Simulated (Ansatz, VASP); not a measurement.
# Two plane-wave programs on Ge3Pt

```xyz
8
Lattice="5.2452 0.0000 0.0000 0.0000 5.2452 0.0000 0.0000 0.0000 5.2452" Properties=species:S:1:pos:R:3 pbc="T T T"
Ge    1.3113    0.0000    2.6226
Ge    2.6226    3.9339    0.0000
Ge    3.9339    0.0000    2.6226
Ge    2.6226    1.3113    0.0000
Ge    0.0000    2.6226    3.9339
Ge    0.0000    2.6226    1.3113
Pt    0.0000    0.0000    0.0000
Pt    2.6226    2.6226    2.6226
```

Change from the starting cell: species swapped into the V3Sn type (Pm-3n, No. 223).

Alike in both runs: functional PBE; k mesh 8 × 8 × 8; occupations gaussian, width 0.1 eV; no spin polarisation.

Ansatz relaxed the structure, and its values are those at the end. VASP's run is a single point on that final structure, the one shown.

```csv
,VASP,Ansatz
version,VASP 6.6.1,Ansatz 0.2.0
potentials or method,"VASP PAW PBE potentials, release 64 (Ge_d, Pt), cutoff 520 eV","scalar-relativistic, plane waves, PAW"
valence electrons in the cell,104,120
```

|  | VASP | Ansatz | Ansatz less VASP |
| --- | --- | --- | --- |
| gap on the k mesh at the Fermi level (eV) | none | none | - |
| pressure (GPa) | -0.1 | 0.0 | +0.04 |

A gap of «none» marks a metal or a gap that the smearing closes. VASP's potentials hold 104 valence electrons a cell and Ansatz's 120, so a difference there can come from the potentials and not from the codes.

Spin-orbit coupling is off throughout.
